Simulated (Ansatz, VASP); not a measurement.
## One calculation of CoO, two programs

The input INCAR:

```
SYSTEM = CoO
ALGO = Normal
EDIFF = 1E-7
ENCUT = 520
GGA = CA
ISIF = 2
ISMEAR = -1
LASPH = .True.
LCHARG = .False.
LMAXMIX = 4
LNONCOLLINEAR = .True.
LORBIT = 11
LREAL = .False.
LWAVE = .False.
MAGMOM = 0 0 0 0 0 0 0 0 0 0 0 0 0 0 3 0 0 3 0 0 3 0 0 3
NBANDS = 78
NELM = 150
PREC = Accurate
SIGMA = 0.03
```

KPOINTS

```
k-points
0
Gamma
  3 3 3
  0 0 0
```

POSCAR

```
CoO
1.0
    4.2580000000      0.0000000000      0.0000000000
    0.0000000000      4.2580000000      0.0000000000
    0.0000000000      0.0000000000      4.2580000000
O Co
4 4
Direct
    0.0000000000      0.0000000000      0.5000000000
    0.0000000000      0.5000000000      0.0000000000
    0.5000000000      0.0000000000      0.0000000000
    0.5000000000      0.5000000000      0.5000000000
    0.0000000000      0.0000000000      0.0000000000
    0.0000000000      0.5000000000      0.5000000000
    0.5000000000      0.0000000000      0.5000000000
    0.5000000000      0.5000000000      0.0000000000
```

Input for Ansatz:

```yaml
crystal:
  lattice:
    - [4.258, 0.0, 0.0]
    - [0.0, 4.258, 0.0]
    - [0.0, 0.0, 4.258]
  atoms:
    - { symbol: O, position: [0.0, 0.0, 0.5] }
    - { symbol: O, position: [0.0, 0.5, 0.0] }
    - { symbol: O, position: [0.5, 0.0, 0.0] }
    - { symbol: O, position: [0.5, 0.5, 0.5] }
    - { symbol: Co, position: [0.0, 0.0, 0.0], spin: 3.0, spin_axis: [0.0, 0.0, 3.0] }
    - { symbol: Co, position: [0.0, 0.5, 0.5], spin: 3.0, spin_axis: [0.0, 0.0, 3.0] }
    - { symbol: Co, position: [0.5, 0.0, 0.5], spin: 3.0, spin_axis: [0.0, 0.0, 3.0] }
    - { symbol: Co, position: [0.5, 0.5, 0.0], spin: 3.0, spin_axis: [0.0, 0.0, 3.0] }
hamiltonian:
  xc: lda
  pseudopotentials: { kind: paw }
basis:
  ecutwfc: 420
kpoints:
  mp_grid: { grid: [3, 3, 3] }
scf:
  occupations: { method: fermi_dirac, width: 0.03 }
  lower_state_search: "off"
  max_iter: 150
output:
  forces: true
  stress: true
  write_density: true
  write_potential: true
  elf: true
  volumetric_format: npy
magnetization:
  noncollinear: true
```

Alike in both runs: task single point; functional LDA; k mesh 3 × 3 × 3; occupations fermi-dirac, width 0.03 eV; non-collinear spin.

```csv
,VASP,Ansatz
version,VASP 6.6.1,Ansatz 0.2.0
potentials or method,"VASP PAW LDA potentials, release 64 (O, Co), cutoff 520 eV","PAW, plane waves, scalar-relativistic"
valence electrons in the cell,60,92
```

Ansatz gave:

* pressure (GPa): -17.9
* net moment per atom (μB): 1.50
* size of the moment on the site where the two differ most (μB): 2.51

Problem. Which values does VASP return?

Solution. Pressure (GPa): -18.1; net moment per atom (μB): 1.50; size of the moment on the site where the two differ most (μB): 2.58.

LDA's correlation is that of Perdew and Zunger in VASP and of Perdew and Wang (1992) in Ansatz. Site moments also hang on the region over which each program counts them. VASP's potentials hold 60 valence electrons a cell and Ansatz's 92, so a difference there can come from the potentials and not from the codes.

The k mesh is coarse, so the values compare programs but aren't converged.
